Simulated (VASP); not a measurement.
# MgS (Niningerite) (Fm-3m) in VASP: notebook

Aim: see how the results for MgS (Niningerite) move with the level of theory and the settings. Levels: PBE, PBEsol, r2SCAN. Tasks: single point.

Everything below comes from runs of VASP 6.6.1. Logs are shortened: lines on timing, memory, paths and dates and some standing lists are left out, and cuts for length are marked.

**1. The cell of the first run**

Symmetry: Fm-3m, No. 225, cubic system. The conventional cell has a = 5.203 Å, b = 5.203 Å, c = 5.203 Å, α = 90.00°, β = 90.00°, γ = 90.00°. Mg (site symmetry m-3m) has 6 S at 2.60 Å within 3.4 Å. S (site symmetry m-3m) has 6 Mg at 2.60 Å within 3.4 Å.

**2. Single point, PBE**

The input, INCAR:

```
SYSTEM = MgS
PREC = Accurate
ENCUT = 520
EDIFF = 1E-6
ISMEAR = 0
SIGMA = 0.01
LREAL = .FALSE.
LASPH = .TRUE.
NELM = 80
ALGO = Normal
ISIF = 2
LWAVE = .FALSE.
LCHARG = .FALSE.
GGA = PE
NBANDS = 11
```

The input, KPOINTS:

```
regular mesh
0
G
  4 4 4
  0 0 0
```

The input, POSCAR:

```
MgS
1.0
    0.0000000000      2.6015177399      2.6015177399
    2.6015177399      0.0000000000      2.6015177399
    2.6015177399      2.6015177399      0.0000000000
Mg S
1 1
Direct
    0.0000000000      0.0000000000      0.0000000000
    0.5000000000      0.5000000000      0.5000000000
```

Potentials or basis: VASP PAW PBE potentials, release 64 (Mg, S).

The run is started by

```console
$ cat potpaw_PBE.64/Mg/POTCAR potpaw_PBE.64/S/POTCAR > POTCAR
$ mpirun -np 1 vasp_std > vasp.out
```

OUTCAR:

```text
SYSTEM = MgS
   PREC = Accurate
   ENCUT = 520
   EDIFF = 1E-6
   ISMEAR = 0
   LREAL = .FALSE.
   LASPH = .TRUE.
   NELM = 80
   ISIF = 2
   GGA = PE

 ion  position               nearest neighbor table
   1  0.000  0.000  0.000-   2 2.60   2 2.60   2 2.60   2 2.60   2 2.60   2 2.60
   2  0.500  0.500  0.500-   1 2.60   1 2.60   1 2.60   1 2.60   1 2.60   1 2.60

  LATTYP: Found a face centered cubic cell.
 ALAT       =     5.2030354798

  Lattice vectors:

 A1 = (   0.0000000000,   2.6015177399,   2.6015177399)
 A2 = (   2.6015177399,   0.0000000000,   2.6015177399)
 A3 = (   2.6015177399,   2.6015177399,   0.0000000000)

Analysis of symmetry for initial positions (statically):
=====================================================================
 Subroutine PRICEL returns:
 Original cell was already a primitive cell.

 Routine SETGRP: Setting up the symmetry group for a
 face centered cubic supercell.

 Subroutine GETGRP returns: Found 48 space group operations
 (whereof 48 operations were pure point group operations)
 out of a pool of 48 trial point group operations.

The static configuration has the point symmetry O_h .

Analysis of symmetry for dynamics (positions and initial velocities):
=====================================================================
 Subroutine PRICEL returns:
 Original cell was already a primitive cell.

 Routine SETGRP: Setting up the symmetry group for a
 face centered cubic supercell.

 Subroutine GETGRP returns: Found 48 space group operations
 (whereof 48 operations were pure point group operations)
 out of a pool of 48 trial point group operations.

The dynamic configuration has the point symmetry O_h .

 Subroutine INISYM returns: Found 48 space group operations
 (whereof 48 operations are pure point group operations),
 and found     1 'primitive' translations

----------------------------------------------------------------------------------------

                                     Primitive cell

  volume of cell :      35.2136

  direct lattice vectors                    reciprocal lattice vectors
     0.000000000  2.601517740  2.601517740    -0.192195499  0.192195499  0.192195499
     2.601517740  0.000000000  2.601517740     0.192195499 -0.192195499  0.192195499
     2.601517740  2.601517740  0.000000000     0.192195499  0.192195499 -0.192195499

  length of vectors
     3.679101671  3.679101671  3.679101671     0.332892369  0.332892369  0.332892369

  position of ions in fractional coordinates (direct lattice)
     0.000000000  0.000000000  0.000000000
     0.500000000  0.500000000  0.500000000

  ion indices of the primitive-cell ions
[... 68 lines left out ...]
   PSTRESS=    0.0 pullay stress
   NELECT =       8.0000    total number of electrons
   NUPDOWN=      -1.0000    fix difference up-down
   EMIN   =  10.00;   EMAX   =-10.00  energy-range for DOS
   EFERMI =   0.00;   METHOD = LEGACY
   ISMEAR =     0;   SIGMA  =   0.01  broadening in eV -4-tet -1-fermi 0-gaus
   EFERMI_NEDOS =   21; number of points for ismear=-14 and -15
   IALGO  =     38    algorithm
   IMIX   =      4    mixing-type and parameters
     AMIX     =   0.40;   BMIX     =  1.00
     AMIX_MAG =   1.60;   BMIX_MAG =  1.00
  volume/ion in A,a.u.               =      17.61       118.82
  Fermi-wavevector in a.u.,A,eV,Ry     =   0.998929  1.887702 13.576703  0.997860
  Thomas-Fermi vector in A             =   2.131185
   LORBIT       =      0    0 simple, 1 ext, 2 COOP (PROOUT), +10 PAW based schemes
   GGA     = PE    functional components
   LHFCALC =     F    Hartree Fock is set to
   AEXX    =    0.0000 exact exchange contribution
   IVDW    =     0    specifies the selected vdW correction
   LEPSILON=     F    determine dielectric tensor
   LRPA    =     F    only Hartree local field effects (RPA)
 non-spin polarized calculation
 Gauss-broadening in eV      SIGMA  =   0.01
  energy-cutoff  :      520.00
  volume of cell :       35.21
 maximum number of plane-waves:       960
   NGX = 13   NGY = 13   NGZ = 13

 number of electron       8.0000000 magnetization

 Free energy of the ion-electron system (eV)
  ---------------------------------------------------
  ext. energy  EPLUGINS =         0.00000000
  ---------------------------------------------------
  free energy    TOTEN  =        -8.45396036 eV

  energy without entropy =       -8.45396036  energy(sigma->0) =       -8.45396036

 E-fermi :   3.8860     XC(G=0):  -9.6807

 val. band max:        3.7551869183   @ k =   0.0000   0.0000   0.0000
 cond. band min:       6.5057831994   @ k =   0.5000   0.5000   0.0000
 fundamental gap:      2.7505962811
 Fermi energy:         3.8859699611

 k-point     1 :       0.0000    0.0000    0.0000
  band No.  band energies     occupation
      1      -8.9138      2.00000
      2       3.7552      2.00000
      3       3.7552      2.00000
      4       3.7552      2.00000
      5       7.4550      0.00000
      6      11.6909      0.00000
      7      11.6909      0.00000
      8      11.6909      0.00000
      9      14.0875      0.00000
     10      14.0875      0.00000
     11      16.2759      0.00000
[... 85 lines left out ...]
 k-point     8 :      -0.2500    0.5000    0.2500
  band No.  band energies     occupation
      1      -7.1855      2.00000
      2       0.5181      2.00000
      3       0.5181      2.00000
      4       1.3879      2.00000
      5       8.9877      0.00000
      6      11.7024      0.00000
      7      11.7024      0.00000
      8      11.8037      0.00000
      9      18.0791      0.00000
     10      18.0791      0.00000
     11      19.4499      0.00000

------------------------ aborting loop because EDIFF is reached ----------------------------------------

  FORCE on cell =-STRESS in cart. coord.  units (eV):
  Direction    XX          YY          ZZ          XY          YZ          ZX
  --------------------------------------------------------------------------------------
  -------------------------------------------------------------------------------------
  Total        0.2737083      0.2737083      0.2737083     -0.0000000      0.0000000      0.0000000
  in kB       12.4534054     12.4534054     12.4534054     -0.0000000      0.0000000      0.0000000
  external PRESSURE =      12.4534054 kB  Pullay stress =       0.0000000 kB

 VOLUME and BASIS-vectors are now :
 -----------------------------------------------------------------------------
  energy-cutoff  :      520.00
  volume of cell :       35.21
      direct lattice vectors                 reciprocal lattice vectors
     0.000000000  2.601517740  2.601517740    -0.192195499  0.192195499  0.192195499
     2.601517740  0.000000000  2.601517740     0.192195499 -0.192195499  0.192195499
     2.601517740  2.601517740  0.000000000     0.192195499  0.192195499 -0.192195499

 POSITION                                       TOTAL-FORCE (eV/Angst)
 -----------------------------------------------------------------------------------
      0.00000      0.00000      0.00000         0.000000      0.000000      0.000000
      2.60152      2.60152      2.60152        -0.000000     -0.000000     -0.000000
 -----------------------------------------------------------------------------------
    total drift:                                0.000000      0.000000      0.000000

  FREE ENERGIE OF THE ION-ELECTRON SYSTEM (eV)
  ---------------------------------------------------
  free  energy   TOTEN  =        -8.4539603556 eV

  energy  without entropy=       -8.4539603556  energy(sigma->0) =       -8.45396036
```

OSZICAR:

```text
N       E                     dE             d eps       ncg     rms          rms(c)
DAV:   1     0.252932271730E+02    0.25293E+02   -0.40496E+03   176   0.625E+02
DAV:   2    -0.711096679287E+01   -0.32404E+02   -0.31223E+02   211   0.104E+02
DAV:   3    -0.886669603526E+01   -0.17557E+01   -0.17525E+01   212   0.264E+01
DAV:   4    -0.887729303018E+01   -0.10597E-01   -0.10596E-01   216   0.249E+00
DAV:   5    -0.887737878603E+01   -0.85756E-04   -0.85755E-04   217   0.228E-01    0.437E+00
DAV:   6    -0.849698221230E+01    0.38040E+00   -0.80640E-01   188   0.356E+00    0.347E+00
DAV:   7    -0.845363494839E+01    0.43347E-01   -0.23191E-01   197   0.209E+00    0.228E+00
DAV:   8    -0.845412678806E+01   -0.49184E-03   -0.14591E-02   176   0.746E-01    0.914E-01
DAV:   9    -0.845394114018E+01    0.18565E-03   -0.55415E-04   197   0.144E-01    0.363E-01
DAV:  10    -0.845396321780E+01   -0.22078E-04   -0.18438E-04   194   0.629E-02    0.428E-02
DAV:  11    -0.845396052506E+01    0.26927E-05   -0.17467E-05   228   0.188E-02    0.217E-02
DAV:  12    -0.845396035558E+01    0.16948E-06   -0.62059E-07   106   0.472E-03
   1 F= -.84539604E+01 E0= -.84539604E+01  d E =-.137912E-77
```

It used 5.1 s of CPU time on 1 thread of AMD EPYC 7R13 Processor (Zen 3) (shared host).

What came out:

- Free energy: -8.4540 eV
- Pressure: 1.2 GPa
- Band gap on the k mesh: 2.75 eV, indirect (least direct gap 3.70 eV)

Caveat: the k points lie up to 0.52 Å⁻¹ apart.

**3. Single point, PBEsol**

The input, INCAR:

```
SYSTEM = MgS
  PREC = Accurate
  ENCUT = 520
  EDIFF = 1E-6
  ISMEAR = 0
  SIGMA = 0.01
  LREAL = .False.
  LASPH = .True.
  NELM = 100
  ALGO = Normal
  ISIF = 2
  LWAVE = .False.
  LCHARG = .False.
  GGA = PS
  NBANDS = 11
```

The input, KPOINTS:

```
Automatic mesh
0
Gamma
  6 6 6
  0 0 0
```

POSCAR is that of step 2.

Potentials or basis: VASP PAW PBE potentials, release 64 (Mg, S).

The run is started by

```console
$ cat potpaw_PBE.64/Mg/POTCAR potpaw_PBE.64/S/POTCAR > POTCAR
$ mpirun -np 1 vasp_std > vasp.out
```

Wall time 13 s (1 thread of AMD EPYC 7R13 (Zen 3), shared host); peak memory 0.12 GiB.

It converged, with:

```yaml
Free_energy: -9.0704 eV
Pressure: -1.1 GPa
Band_gap_on_the_k_mesh: 2.70 eV, indirect (least direct gap 3.59 eV)
```

Levels at points of the mesh, in eV from the valence-band top:
| k point | band 2 | band 3 | band 4 | band 5 | band 6 | band 7 |
| --- | --- | --- | --- | --- | --- | --- |
| (0.00, 0.00, 0.00) | 0.00 | 0.00 | 0.00 | 3.59 | 7.85 | 7.85 |
| (0.50, 0.00, 0.00) | -4.90 | -0.60 | -0.60 | 4.40 | 6.82 | 6.82 |
| (0.50, 0.50, 0.00) | -4.26 | -1.71 | -1.71 | 2.70 | 4.24 | 11.87 |

Caveat: the PAW data sets were made with another functional, which shifts forces and pressure a little. A k mesh can miss the band edges.

**4. Single point, r2SCAN**

POSCAR is that of step 3.

The input, INCAR.step1:

```
PREC = Accurate
ENCUT = 520
ISMEAR = 0
SIGMA = 0.01
LREAL = F
LASPH = T
NELM = 60
NBANDS = 11
GGA = PE
ALGO = Normal
EDIFF = 1E-4
LWAVE = T
LCHARG = F
```

The input, INCAR.step2:

```
PREC = Accurate
ENCUT = 520
EDIFF = 1E-7
ISMEAR = 0
SIGMA = 0.01
LREAL = F
LASPH = T
NELM = 60
ALGO = Normal
ISIF = 2
LWAVE = F
LCHARG = F
METAGGA = R2SCAN
LMIXTAU = T
NBANDS = 11
ISTART = 1
```

The input, KPOINTS:

```
Automatic mesh
0
Gamma
  6 6 6
```

The run is started by

```console
$ cat potpaw_PBE.64/Mg/POTCAR potpaw_PBE.64/S/POTCAR > POTCAR
$ cp INCAR.step1 INCAR
$ mpirun -np 1 vasp_std > vasp.out
$ cp INCAR.step2 INCAR
$ mpirun -np 1 vasp_std > vasp.out
```

It used 51 s of CPU time on 1 thread of AMD EPYC 7R13 Processor (Zen 3), on a shared host.

It converged, with:

```yaml
Free_energy: -15.5086 eV
Pressure: -0.4 GPa
Band_gap_on_the_k_mesh: 3.43 eV, indirect (least direct gap 4.62 eV)
```

Levels at points of the mesh, in eV from the valence-band top:
```
           k point  band 1  band 2  band 3  band 4  band 5  band 6  band 7  band 8
(0.00, 0.00, 0.00)  -13.18    0.00    0.00    0.00    4.62    8.53    8.53    8.53
(0.50, 0.00, 0.00)  -11.85   -4.88   -0.62   -0.62    5.22    7.50    7.50   11.23
(0.50, 0.50, 0.00)  -11.47   -4.27   -1.73   -1.73    3.43    4.92   13.14   13.49
```

Caveat: the PAW data sets were made with another functional, which shifts forces and pressure a little.

**5. Single point, r2SCAN**

POSCAR is that of step 4.

The input, INCAR.step1:

```
SYSTEM = MgS
  PREC = Accurate
  ENCUT = 520
  ISMEAR = -1
  SIGMA = 0.2
  LREAL = .False.
  LASPH = .True.
  NELM = 60
  NBANDS = 11
  GGA = PE
  ALGO = Normal
  EDIFF = 1E-4
  LWAVE = .True.
  LCHARG = .False.
```

The input, INCAR.step2:

```
SYSTEM = MgS
  PREC = Accurate
  ENCUT = 520
  EDIFF = 1E-6
  ISMEAR = -1
  SIGMA = 0.2
  LREAL = .False.
  LASPH = .True.
  NELM = 60
  ALGO = Normal
  ISIF = 2
  LWAVE = .False.
  LCHARG = .False.
  METAGGA = R2SCAN
  LMIXTAU = .True.
  NBANDS = 11
  ISTART = 1
```

The input, KPOINTS:

```
Automatic mesh
0
Gamma
  6 6 6
  0 0 0
```

Potentials or basis: VASP PAW PBE potentials, release 64 (Mg, S).

The run is started by

```console
$ cat potpaw_PBE.64/Mg/POTCAR potpaw_PBE.64/S/POTCAR > POTCAR
$ cp INCAR.step1 INCAR
$ mpirun -np 1 vasp_std > vasp.out
$ cp INCAR.step2 INCAR
$ mpirun -np 1 vasp_std > vasp.out
```

OUTCAR:

```text
SYSTEM = MgS
   PREC = Accurate
   ENCUT = 520
   EDIFF = 1E-6
   ISMEAR = -1
   LREAL = .False.
   LASPH = .True.
   NELM = 60
   ISIF = 2
   METAGGA = R2SCAN
   ISTART = 1

 ion  position               nearest neighbor table
   1  0.000  0.000  0.000-   2 2.60   2 2.60   2 2.60   2 2.60   2 2.60   2 2.60
   2  0.500  0.500  0.500-   1 2.60   1 2.60   1 2.60   1 2.60   1 2.60   1 2.60

  LATTYP: Found a face centered cubic cell.
 ALAT       =     5.2030354798

[... 399 lines left out ...]
     11      19.9404      0.00000

------------------------ aborting loop because EDIFF is reached ----------------------------------------

  FORCE on cell =-STRESS in cart. coord.  units (eV):
  Direction    XX          YY          ZZ          XY          YZ          ZX
  --------------------------------------------------------------------------------------
  -------------------------------------------------------------------------------------
  Total       -0.0886535     -0.0886535     -0.0886535     -0.0000000     -0.0000000      0.0000000
  in kB       -4.0336309     -4.0336309     -4.0336309     -0.0000000     -0.0000000      0.0000000
  external PRESSURE =      -4.0336309 kB  Pullay stress =       0.0000000 kB

 VOLUME and BASIS-vectors are now :
 -----------------------------------------------------------------------------
  energy-cutoff  :      520.00
  volume of cell :       35.21
      direct lattice vectors                 reciprocal lattice vectors
     0.000000000  2.601517740  2.601517740    -0.192195499  0.192195499  0.192195499
     2.601517740  0.000000000  2.601517740     0.192195499 -0.192195499  0.192195499
     2.601517740  2.601517740  0.000000000     0.192195499  0.192195499 -0.192195499

 POSITION                                       TOTAL-FORCE (eV/Angst)
 -----------------------------------------------------------------------------------
      0.00000      0.00000      0.00000         0.000000      0.000000      0.000000
      2.60152      2.60152      2.60152        -0.000000     -0.000000     -0.000000
 -----------------------------------------------------------------------------------
    total drift:                                0.000000      0.000000      0.000000

  FREE ENERGIE OF THE ION-ELECTRON SYSTEM (eV)
  ---------------------------------------------------
  free  energy   TOTEN  =       -15.5085600188 eV

  energy  without entropy=      -15.5085048571  energy(sigma->0) =      -15.50853244
```

OUTCAR.step1:

```text
SYSTEM = MgS
   PREC = Accurate
   ENCUT = 520
   ISMEAR = -1
   LREAL = .False.
   LASPH = .True.
[... 433 lines left out ...]
      0.00000      0.00000      0.00000        -0.000000     -0.000000      0.000000
      2.60152      2.60152      2.60152         0.000000      0.000000     -0.000000
 -----------------------------------------------------------------------------------
    total drift:                                0.000000      0.000000      0.000000

  FREE ENERGIE OF THE ION-ELECTRON SYSTEM (eV)
  ---------------------------------------------------
  free  energy   TOTEN  =        -8.4992074572 eV

  energy  without entropy=       -8.4989576007  energy(sigma->0) =       -8.49908253
```

It took 54 s on 1 thread of AMD EPYC 7R13 (Zen 3), shared host; peak memory 0.13 GiB.

What came out:

- Free energy: -15.5086 eV
- Pressure: -0.4 GPa
- Band gap on the k mesh: 3.43 eV, indirect (least direct gap 4.62 eV)

Levels at points of the mesh, in eV from the valence-band top:
```tsv
k point	band 1	band 2	band 3	band 4	band 5	band 6	band 7	band 8	band 9
(0.00, 0.00, 0.00)	-13.18	0.00	0.00	0.00	4.62	8.53	8.53	8.53	10.94
(0.50, 0.00, 0.00)	-11.85	-4.88	-0.62	-0.62	5.22	7.50	7.50	11.23	13.23
(0.50, 0.50, 0.00)	-11.47	-4.27	-1.73	-1.73	3.43	4.93	13.14	13.49	14.54
```

Caveat: the PAW data sets were made with another functional, which shifts forces and pressure a little. r2SCAN opens gaps a little over a GGA but as a rule still falls short of measured ones.

**6. The runs side by side**

```tsv
level	k mesh	smearing	gap on the mesh (eV)	pressure (GPa)
PBE	4 × 4 × 4	gaussian 0.01 eV	2.75	1.2
PBEsol	6 × 6 × 6	gaussian 0.01 eV	2.70	-1.1
r2SCAN	6 × 6 × 6	gaussian 0.01 eV	3.43	-0.4
r2SCAN	6 × 6 × 6	fermi-dirac 0.2 eV	3.43	-0.4
```

Alike in all rows: task single point; potentials or basis VASP PAW PBE potentials, release 64 (Mg, S); no spin polarisation; cell as given; cutoff (eV) 520.

Caveats: some runs use coarse meshes; the PAW data sets were made with another functional, which shifts forces and pressure a little (some runs).

Absolute energies hang on the potentials; compare differences alone.
